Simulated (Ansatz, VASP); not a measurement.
## Two plane-wave programs on MgO

```xyz
2
Lattice="0.0000 2.1022 2.1442 2.1022 0.0000 2.1442 2.1022 2.1022 0.0000" Properties=species:S:1:pos:R:3 pbc="T T T"
Mg    0.0000    0.0000    0.0000
O     2.1022    2.1022    2.1442
```

Change from the starting cell: uniaxial_z strain +2.0%.

Alike in both runs: task single point; functional r2SCAN; k mesh 10 × 10 × 10; no spin polarisation.

|  | VASP | Ansatz |
| --- | --- | --- |
| version | VASP 6.6.1 | Ansatz 0.2.0 |
| potentials or method | VASP PAW PBE potentials, release 64 (Mg_sv, O) | plane waves, PAW |
| plane-wave cutoff (eV) | 920 | 500 |
| occupations | gaussian, width 0.01 eV | fixed |
| valence electrons in the cell | 16 | 16 |

Ansatz gave:

```
gap on the k mesh at the Fermi level (eV)                     : 5.46
pressure (GPa)                                                : -3.0
traceless stress, the component that is largest in VASP (GPa) : -2.45
```

Question: Which values does VASP return?

Answer: gap on the k mesh at the Fermi level (eV): 5.47; pressure (GPa): -2.5; traceless stress, the component that is largest in VASP (GPa): -2.44.

VASP's potentials were made for PBE, not for r2SCAN.
